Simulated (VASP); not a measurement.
# BaTiO3 (P4mm) in VASP: single point with PBE+U

Aim: the single point of BaTiO3 with PBE+U.

Program: VASP 6.6.1. These are calculated values, not measurements. Logs are shortened: lines on timing, memory, paths and dates and some standing lists are left out, and cuts for length are marked.

### 1 The cell of the first run

It takes space group P4mm (No. 99, tetragonal). Conventional cell: a = 3.990 Å, b = 3.990 Å, c = 4.103 Å, α = 90.00°, β = 90.00°, γ = 90.00°. Ba (site symmetry 4mm) has 12 O at 2.81 to 2.92 Å and 8 Ti at 3.45 to 3.53 Å within 3.7 Å. Within 2.4 Å of Ti (site symmetry 4mm) lie 6 O at 1.84 to 2.26 Å. Within 2.7 Å of O (site symmetry 2mm) lie 2 Ti at 2.00 Å. Within 2.4 Å of O (site symmetry 4mm) lie 2 Ti at 1.84 to 2.26 Å.

### 2 Single point, PBE+U, collinear spin

Input file INCAR:

```
SYSTEM = BaTiO3
PREC     = Accurate       ! precision mode
ENCUT    = 910            ! plane-wave cutoff, eV
EDIFF    = 1E-6           ! SCF threshold, eV
ISMEAR   = 0              ! smearing method
SIGMA    = 0.1            ! smearing width, eV
LREAL    = .False.        ! projectors in reciprocal space
LASPH    = .True.         ! aspherical terms in the spheres
NELM     = 200            ! most SCF steps
ALGO     = Normal         ! electronic algorithm
ISIF     = 2              ! what is computed and relaxed
LWAVE    = .False.        ! write WAVECAR
LCHARG   = .False.        ! write CHGCAR
ISPIN    = 2              ! spin polarisation
MAGMOM   = 0 1 0 0 0      ! initial moments
LORBIT   = 11             ! projections on sites
LMAXMIX  = 4              ! l up to which the mixer works
LDAU     = .True.         ! DFT+U
LDAUTYPE = 2            
LDAUL    = -1 2 -1        ! shell
LDAUU    = 0 4 0          ! U, eV
LDAUJ    = 0 0 0        
LDAUPRINT= 1            
GGA      = PE             ! functional
NBANDS   = 32             ! bands
GGA_COMPAT= .False.
```

Input file KPOINTS:

```
Automatic mesh
0
Gamma
  4 4 4
  0 0 0
```

Input file POSCAR:

```
BaTiO3
1.0
    3.9903792100      0.0000000000      0.0000000000
    0.0000000000      3.9903792100      0.0000000000
    0.0000000000      0.0000000000      4.1026553900
Ba Ti O
1 1 3
Direct
    0.5000000000      0.5000000000      0.5825414600
    0.0000000000      0.0000000000      0.1000427000
    0.0000000000      0.5000000000      0.0642205400
    0.5000000000      0.0000000000      0.0642205400
    0.0000000000      0.0000000000      0.5489717500
```

Potentials or basis: VASP PAW PBE potentials, release 64 (Ba_sv, Ti_sv, O_h).

Started as:

```bash
$ cat potpaw_PBE.64/Ba_sv/POTCAR potpaw_PBE.64/Ti_sv/POTCAR potpaw_PBE.64/O_h/POTCAR > POTCAR
$ mpirun -np 1 vasp_std > vasp.out
```

OUTCAR:

```text
SYSTEM = BaTiO3
   PREC = Accurate
   ENCUT = 910
   EDIFF = 1E-6
   ISMEAR = 0
   LREAL = .False.
   LASPH = .True.
   NELM = 200
   ISIF = 2
   ISPIN = 2
   LORBIT = 11
   GGA = PE

 ion  position               nearest neighbor table
   1  0.500  0.500  0.583-   3 2.81   4 2.81   4 2.81   3 2.81   5 2.82   5 2.82   5 2.82   5 2.82
                             3 2.92   4 2.92   3 2.92   4 2.92   2 3.45   2 3.45   2 3.45   2 3.45
   2  0.000  0.000  0.100-   5 1.84   4 2.00   3 2.00   3 2.00   4 2.00   1 3.45   1 3.45   1 3.45
                             1 3.45   1 3.53   1 3.53   1 3.53   1 3.53
   3  0.000  0.500  0.064-   2 2.00   2 2.00   1 2.81   1 2.81   1 2.92   1 2.92
   4  0.500  0.000  0.064-   2 2.00   2 2.00   1 2.81   1 2.81   1 2.92   1 2.92
   5  0.000  0.000  0.549-   2 1.84   1 2.82   1 2.82   1 2.82   1 2.82

  LATTYP: Found a simple tetragonal cell.
 ALAT       =     3.9903792100
 C/A-ratio  =     1.0281367194

  Lattice vectors:

 A1 = (   3.9903792100,   0.0000000000,   0.0000000000)
 A2 = (   0.0000000000,   3.9903792100,   0.0000000000)
 A3 = (   0.0000000000,   0.0000000000,   4.1026553900)

Analysis of symmetry for initial positions (statically):
=====================================================================
 Subroutine PRICEL returns:
 Original cell was already a primitive cell.

 Routine SETGRP: Setting up the symmetry group for a
 simple tetragonal supercell.

 Subroutine GETGRP returns: Found  8 space group operations
 (whereof  8 operations were pure point group operations)
 out of a pool of 16 trial point group operations.

The static configuration has the point symmetry C_4v.

Analysis of symmetry for dynamics (positions and initial velocities):
=====================================================================
 Subroutine PRICEL returns:
 Original cell was already a primitive cell.

 Routine SETGRP: Setting up the symmetry group for a
 simple tetragonal supercell.

 Subroutine GETGRP returns: Found  8 space group operations
 (whereof  8 operations were pure point group operations)
 out of a pool of 16 trial point group operations.

The dynamic configuration has the point symmetry C_4v.

Analysis of structural, dynamic, and magnetic symmetry:
=====================================================================
 Subroutine PRICEL returns:
 Original cell was already a primitive cell.

 Routine SETGRP: Setting up the symmetry group for a
 simple tetragonal supercell.

 Subroutine GETGRP returns: Found  8 space group operations
 (whereof  8 operations were pure point group operations)
 out of a pool of 16 trial point group operations.

The overall configuration has the point symmetry C_4v.

 Subroutine INISYM returns: Found  8 space group operations
 (whereof  8 operations are pure point group operations),
 and found     1 'primitive' translations

----------------------------------------------------------------------------------------

                                     Primitive cell

  volume of cell :      65.3271

  direct lattice vectors                    reciprocal lattice vectors
     3.990379210  0.000000000  0.000000000     0.250602749  0.000000000  0.000000000
     0.000000000  3.990379210  0.000000000     0.000000000  0.250602749  0.000000000
     0.000000000  0.000000000  4.102655390     0.000000000  0.000000000  0.243744576

  length of vectors
     3.990379210  3.990379210  4.102655390     0.250602749  0.250602749  0.243744576

  position of ions in fractional coordinates (direct lattice)
     0.500000000  0.500000000  0.582541460
     0.000000000  0.000000000  0.100042700
     0.000000000  0.500000000  0.064220540
     0.500000000  0.000000000  0.064220540
     0.000000000  0.000000000  0.548971750

  ion indices of the primitive-cell ions
   primitive index   ion index
                 1           1
                 2           2
                 3           3
                 4           4
                 5           5

----------------------------------------------------------------------------------------

 KPOINTS: Automatic mesh

Automatic generation of k-mesh.
 Grid dimensions read from file:
 generate k-points for:    4    4    4

[... 59 lines left out ...]
   NSW    =      0    number of steps for IOM
   IBRION =     -1    ionic relax: 0-MD 1-quasi-New 2-CG
   NFREE  =      0    steps in history (QN), initial steepest desc. (CG)
   ISIF   =      2    stress and relaxation
   ISYM   =      2    0-nonsym 1-usesym 2-fastsym
   POTIM  = 0.5000    time-step for ionic-motion
   TEBEG  =    0.0;   TEEND  =   0.0 temperature during run
   PSTRESS=    0.0 pullay stress
   NELECT =      40.0000    total number of electrons
   NUPDOWN=      -1.0000    fix difference up-down
   EMIN   =  10.00;   EMAX   =-10.00  energy-range for DOS
   EFERMI =   0.00;   METHOD = LEGACY
   ISMEAR =     0;   SIGMA  =   0.10  broadening in eV -4-tet -1-fermi 0-gaus
   EFERMI_NEDOS =   21; number of points for ismear=-14 and -15
   IALGO  =     38    algorithm
   IMIX   =      4    mixing-type and parameters
     AMIX     =   0.40;   BMIX     =  1.00
     AMIX_MAG =   1.60;   BMIX_MAG =  1.00
  volume/ion in A,a.u.               =      13.07        88.17
  Fermi-wavevector in a.u.,A,eV,Ry     =   1.390157  2.627015 26.293737  1.932535
  Thomas-Fermi vector in A             =   2.514119
   LORBIT       =     11    0 simple, 1 ext, 2 COOP (PROOUT), +10 PAW based schemes
 LDA+U is selected, type is set to LDAUTYPE =  2
   angular momentum for each species LDAUL =    -1    2   -1
   U (eV)           for each species LDAUU =   0.0  4.0  0.0
   J (eV)           for each species LDAUJ =   0.0  0.0  0.0
   GGA     = PE    functional components
   LHFCALC =     F    Hartree Fock is set to
   AEXX    =    0.0000 exact exchange contribution
   IVDW    =     0    specifies the selected vdW correction
   LEPSILON=     F    determine dielectric tensor
   LRPA    =     F    only Hartree local field effects (RPA)
 spin polarized calculation
 Gauss-broadening in eV      SIGMA  =   0.10
  energy-cutoff  :      910.00
  volume of cell :       65.33
 maximum number of plane-waves:      4090
 NGX is ok and might be reduce to    40
   NGX = 19   NGY = 19   NGZ = 21

 number of electron      40.0000005 magnetization      -0.0000767

atom =   2  type =  2  l = 2

 onsite density matrix

spin component  1

  0.1014 -0.0000  0.0000 -0.0000  0.0000
 -0.0000  0.1137  0.0000  0.0000 -0.0000
  0.0000  0.0000  0.2496 -0.0000  0.0000
 -0.0000  0.0000 -0.0000  0.1137  0.0000
  0.0000 -0.0000  0.0000  0.0000  0.2336

spin component  2

  0.1014 -0.0000  0.0000 -0.0000 -0.0000
 -0.0000  0.1137  0.0000  0.0000 -0.0000
  0.0000  0.0000  0.2496 -0.0000  0.0000
 -0.0000  0.0000 -0.0000  0.1137  0.0000
 -0.0000 -0.0000  0.0000  0.0000  0.2336

 occupancies and eigenvectors

  o =  0.1014  v =  0.0000  0.0000  0.0000  0.0000  0.0000  1.0000  0.0000  0.0000  0.0000  0.0000      0.0000  0.0000  0.0000  0.0000  0.0000  0.0000  0.0000  0.0000  0.0000  0.0000
  o =  0.1014  v =  1.0000  0.0000  0.0000  0.0000  0.0000  0.0000  0.0000  0.0000  0.0000  0.0000      0.0000  0.0000  0.0000  0.0000  0.0000  0.0000  0.0000  0.0000  0.0000  0.0000
  o =  0.1137  v =  0.0000  0.0000  0.0000  0.0000  0.0000  0.0000 -0.9994  0.0000 -0.0358  0.0000      0.0000  0.0000  0.0000  0.0000  0.0000  0.0000  0.0000  0.0000  0.0000  0.0000
  o =  0.1137  v =  0.0000  0.0000  0.0000  0.0000  0.0000  0.0000 -0.0358  0.0000  0.9994  0.0000      0.0000  0.0000  0.0000  0.0000  0.0000  0.0000  0.0000  0.0000  0.0000  0.0000
  o =  0.1137  v =  0.0000 -1.0000 -0.0000 -0.0002  0.0000  0.0000  0.0000  0.0000  0.0000  0.0000      0.0000  0.0000  0.0000  0.0000  0.0000  0.0000  0.0000  0.0000  0.0000  0.0000
  o =  0.1137  v =  0.0000  0.0002  0.0000 -1.0000 -0.0000  0.0000  0.0000  0.0000  0.0000  0.0000      0.0000  0.0000  0.0000  0.0000  0.0000  0.0000  0.0000  0.0000  0.0000  0.0000
  o =  0.2336  v =  0.0000  0.0000  0.0000  0.0000  0.0000  0.0000  0.0000  0.0000 -0.0000  1.0000      0.0000  0.0000  0.0000  0.0000  0.0000  0.0000  0.0000  0.0000  0.0000  0.0000
  o =  0.2336  v =  0.0000  0.0000 -0.0000  0.0000 -1.0000  0.0000  0.0000  0.0000  0.0000  0.0000      0.0000  0.0000  0.0000  0.0000  0.0000  0.0000  0.0000  0.0000  0.0000  0.0000
  o =  0.2496  v =  0.0000  0.0000  0.0000  0.0000  0.0000  0.0000 -0.0000 -1.0000  0.0000 -0.0000      0.0000  0.0000  0.0000  0.0000  0.0000  0.0000  0.0000  0.0000  0.0000  0.0000
  o =  0.2496  v =  0.0000  0.0000 -1.0000 -0.0000  0.0000  0.0000  0.0000  0.0000  0.0000  0.0000      0.0000  0.0000  0.0000  0.0000  0.0000  0.0000  0.0000  0.0000  0.0000  0.0000

 number of electron      40.0000005 magnetization       0.0000011

 Free energy of the ion-electron system (eV)
  ---------------------------------------------------
  ext. energy  EPLUGINS =         0.00000000
  ---------------------------------------------------
  free energy    TOTEN  =       -37.29637199 eV

  energy without entropy =      -37.29637199  energy(sigma->0) =      -37.29637199

 E-fermi :   4.8447     XC(G=0): -11.1586

 val. band max:        4.3012968207   @ k =   0.5000   0.5000   0.5000
 cond. band min:       6.5746441708   @ k =   0.0000   0.0000   0.0000
 fundamental gap:      2.2733473501
 Fermi energy:         4.8446894123

 spin component 1

 k-point     1 :       0.0000    0.0000    0.0000
  band No.  band energies     occupation
      1     -53.3980      1.00000
      2     -29.6314      1.00000
      3     -29.5553      1.00000
      4     -29.5553      1.00000
      5     -20.7207      1.00000
      6     -12.7278      1.00000
[... 619 lines left out ...]
     31      16.4947      0.00000
     32      18.9719      0.00000
 Fermi energy:         4.8446894123

 spin component 2

 k-point     1 :       0.0000    0.0000    0.0000
  band No.  band energies     occupation
      1     -53.3981      1.00000
      2     -29.6314      1.00000
      3     -29.5554      1.00000
      4     -29.5554      1.00000
      5     -20.7207      1.00000
      6     -12.7278      1.00000
[... 619 lines left out ...]
     31      16.4946      0.00000
     32      18.9719      0.00000

------------------------ aborting loop because EDIFF is reached ----------------------------------------

  FORCE on cell =-STRESS in cart. coord.  units (eV):
  Direction    XX          YY          ZZ          XY          YZ          ZX
  --------------------------------------------------------------------------------------
  -------------------------------------------------------------------------------------
  Total        2.3821589      2.3821589      2.6696948      0.0000000      0.0000000      0.0000000
  in kB       58.4235495     58.4235495     65.4754989      0.0000000      0.0000000      0.0000000
  external PRESSURE =      60.7741993 kB  Pullay stress =       0.0000000 kB

 VOLUME and BASIS-vectors are now :
 -----------------------------------------------------------------------------
  energy-cutoff  :      910.00
  volume of cell :       65.33
      direct lattice vectors                 reciprocal lattice vectors
     3.990379210  0.000000000  0.000000000     0.250602749  0.000000000  0.000000000
     0.000000000  3.990379210  0.000000000     0.000000000  0.250602749  0.000000000
     0.000000000  0.000000000  4.102655390     0.000000000  0.000000000  0.243744576

 POSITION                                       TOTAL-FORCE (eV/Angst)
 -----------------------------------------------------------------------------------
      1.99519      1.99519      2.38997        -0.000000      0.000000      0.020329
      0.00000      0.00000      0.41044         0.000000      0.000000     -0.708368
      0.00000      1.99519      0.26347         0.000000     -0.000000     -0.041478
      1.99519      0.00000      0.26347         0.000000      0.000000     -0.041478
      0.00000      0.00000      2.25224         0.000000      0.000000      0.770994
 -----------------------------------------------------------------------------------
    total drift:                                0.000000      0.000000      0.001564

  FREE ENERGIE OF THE ION-ELECTRON SYSTEM (eV)
  ---------------------------------------------------
  free  energy   TOTEN  =       -37.2963719937 eV

  energy  without entropy=      -37.2963719937  energy(sigma->0) =      -37.29637199

 total charge

# of ion       s       p       d       tot
------------------------------------------
    1        2.008   5.650   0.323   7.981
    2        2.226   6.283   1.597  10.106
    3        1.039   2.336   0.000   3.375
    4        1.039   2.336   0.000   3.375
    5        1.043   2.334   0.000   3.378
--------------------------------------------------
tot          7.355  18.939   1.920  28.214

 magnetization (x)

# of ion       s       p       d       tot
------------------------------------------
    1        0.000   0.000   0.000   0.000
    2       -0.000  -0.000  -0.000  -0.000
    3        0.000   0.000   0.000   0.000
    4        0.000   0.000   0.000   0.000
    5        0.000   0.000   0.000   0.000
--------------------------------------------------
tot          0.000   0.000  -0.000   0.000
```

It took 2.4 min on 1 thread of Intel Xeon Platinum 8375C at 2.90GHz (Ice Lake), shared host; peak memory 0.36 GiB.

Results:

```
Free energy                                           : -37.2964 eV
Pressure                                              : 6.1 GPa
Largest force                                         : 0.771 eV/Å
Band gap on the k mesh                                : 2.27 eV (least direct gap 2.74 eV)
Net moment                                            : 0.00 μB per cell
Valence electrons inside the program's atomic spheres : Ba 7.98; Ti 10.11; O 3.38
```

Forces on the atoms (eV/Å):
```
Ba   0.000  0.000  0.020
Ti   0.000  0.000 -0.708
O    0.000  0.000 -0.041
O    0.000  0.000 -0.041
O    0.000  0.000  0.771
```

Levels at points of the mesh, in eV from the valence-band top:
Spin up:
```csv
k point,band 16,band 17,band 18,band 19,band 20,band 21,band 22,band 23,band 24,band 25
"(0.00, 0.00, 0.00)",-1.44,-1.24,-0.63,-0.46,-0.46,2.27,2.58,2.58,4.05,4.12
"(0.50, 0.00, 0.00)",-1.99,-1.83,-1.68,-1.28,-1.12,2.73,3.92,3.95,4.05,5.66
"(0.50, 0.50, 0.00)",-2.80,-2.03,-1.08,-1.08,-0.08,3.99,3.99,4.36,4.40,7.56
"(0.00, 0.00, 0.50)",-2.00,-1.96,-1.96,-0.79,-0.79,2.44,3.89,3.89,4.05,5.86
"(0.50, 0.00, 0.50)",-2.59,-1.94,-1.06,-1.01,-0.35,3.91,3.96,4.26,4.80,7.31
"(0.50, 0.50, 0.50)",-2.46,-2.46,-0.27,-0.27,0.00,4.50,4.50,4.59,6.19,6.45
```
Spin down:
```
           k point  band 17  band 18  band 19  band 20  band 21  band 22  band 23  band 24
(0.00, 0.00, 0.00)    -1.24    -0.63    -0.46    -0.46     2.27     2.58     2.58     4.05
(0.50, 0.00, 0.00)    -1.83    -1.68    -1.28    -1.12     2.73     3.92     3.95     4.05
(0.50, 0.50, 0.00)    -2.03    -1.08    -1.08    -0.08     3.99     3.99     4.36     4.40
(0.00, 0.00, 0.50)    -1.96    -1.96    -0.79    -0.79     2.44     3.89     3.89     4.05
(0.50, 0.00, 0.50)    -1.94    -1.06    -1.01    -0.35     3.91     3.96     4.26     4.80
(0.50, 0.50, 0.50)    -2.46    -0.27    -0.27     0.00     4.50     4.50     4.59     6.19
```

Eigenvalues of the final occupation matrices:
```tsv
site	spin	trace	eigenvalues
site 2 d	1	0.81	0.10 0.11 0.11 0.23 0.25
site 2 d	2	0.81	0.10 0.11 0.11 0.23 0.25
```

Caveat: the cutoff is under 1.25 times the usual one of these potentials, so pressure, stress and relaxed cells hold a basis-set (Pulay) error; the cell stands under pressure; spin-orbit coupling is left out, which moves the levels of the heavy elements. A k mesh can miss the band edges.
